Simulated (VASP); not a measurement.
Input of a VASP 6.6.1 run:

INCAR

```
SYSTEM = GaSb
PREC     = Accurate       ! precision mode
ENCUT    = 520            ! plane-wave cutoff, eV
EDIFF    = 1E-6           ! SCF threshold, eV
ISMEAR   = 0              ! smearing method
SIGMA    = 0.05           ! smearing width, eV
LREAL    = .FALSE.        ! projectors in reciprocal space
LASPH    = .TRUE.         ! aspherical terms in the spheres
NELM     = 150            ! most SCF steps
ALGO     = Normal         ! electronic algorithm
ISIF     = 2              ! what is computed and relaxed
LWAVE    = .FALSE.        ! write WAVECAR
LCHARG   = .FALSE.        ! write CHGCAR
ISPIN    = 2              ! spin polarisation
MAGMOM   = 0.5 0.5        ! initial moments
LORBIT   = 11             ! projections on sites
GGA      = PS             ! functional
NBANDS   = 20             ! bands
```

The input KPOINTS:

```
regular mesh
0
G
  1 1 15
  0 0 0
```

Contents of POSCAR:

```
GaSb
1.0
   10.1000000000      0.0000000000      0.0000000000
    0.0000000000      9.3000000000      0.0000000000
    0.0000000000      0.0000000000      4.3241349922
Ga Sb
1 1
Direct
    0.4374648871      0.5000000000      0.0000000000
    0.5625351129      0.5000000000      0.5000000000
```

Potentials or basis: VASP PAW PBE potentials, release 64 (Ga_d, Sb).

Command:

```sh
$ cat potpaw_PBE.64/Ga_d/POTCAR potpaw_PBE.64/Sb/POTCAR > POTCAR
$ mpirun -np 1 vasp_std > vasp.out
```

Question: What does it give for the net moment?

Answer: 0.00 μB per cell.

Question: Predict the largest force.

Answer: 0.029 eV/Å.

Question: Estimate the band gap on the k mesh.

Answer: 0.11 eV.

Forces on the atoms (eV/Å):
```
Ga  -0.029  0.000  0.000
Sb   0.029  0.000  0.000
```

Caveat: semilocal functionals underestimate gaps, and a narrow one can read as zero; the PAW data sets were made with another functional, which shifts forces and pressure a little; spin-orbit coupling is left out, which moves the levels of the heavy elements.
